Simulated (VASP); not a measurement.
**BiTe: single point with r2SCAN**

BiTe:

```
Bi Te
1.0
     2.38363    1.37619    3.42697
    -2.38363    1.37619    3.42697
     0.00000   -2.75237    3.42697
Bi Te
1 1
Cartesian
  0.0000 0.0000 5.1405
  0.0000 0.0000 0.0000
```

This cell differs from its parent crystal: ratio of the length along z to the lengths across it x 1.05, volume and fractional coordinates fixed.

```yaml
Program: VASP 6.6.1
Task: single point
Functional: r2SCAN
Potentials_or_basis: VASP PAW PBE potentials, release 64 (Bi_d, Te)
Cutoff: 520 eV
k_mesh: 12 × 12 × 12
Occupations: gaussian, width 0.15 eV
Spin: no spin polarisation
```

- Pressure: -0.4 GPa
- Band gap on the k mesh: zero (an odd number of electrons rules out a gap without spin polarisation)

Stress tensor (GPa, compression positive):
```
-0.27  0.00  0.00
 0.00 -0.27  0.00
 0.00  0.00 -0.56
```

Levels at points of the mesh, in eV from the Fermi level:
```tsv
k point	band 6	band 7	band 8	band 9	band 10	band 11	band 12	band 13	band 14	band 15
(0.00, 0.00, 0.00)	-14.17	-8.43	-3.14	-3.14	-2.10	1.93	2.48	2.48	4.52	4.52
(0.50, 0.00, 0.00)	-12.14	-11.84	-2.13	-1.99	-1.33	-0.88	-0.72	0.03	7.30	7.44
(0.50, 0.50, 0.00)	-12.28	-10.36	-5.98	-4.70	-3.84	2.58	3.38	3.82	4.99	8.69
(0.50, 0.50, 0.50)	-11.88	-11.52	-2.49	-2.49	-2.19	-1.34	-1.20	-1.20	8.29	8.73
```

Wall time 5.8 min on 1 thread of Intel(R) Xeon(R) Platinum 8559C (Emerald Rapids) (shared host), peak memory 0.38 GiB.

Caveat: the PAW data sets were made with another functional, which shifts forces and pressure a little; spin-orbit coupling is left out, which moves the levels of the heavy elements; an odd number of electrons without spin polarisation forces a metal; a magnetic or distorted state may lie lower.
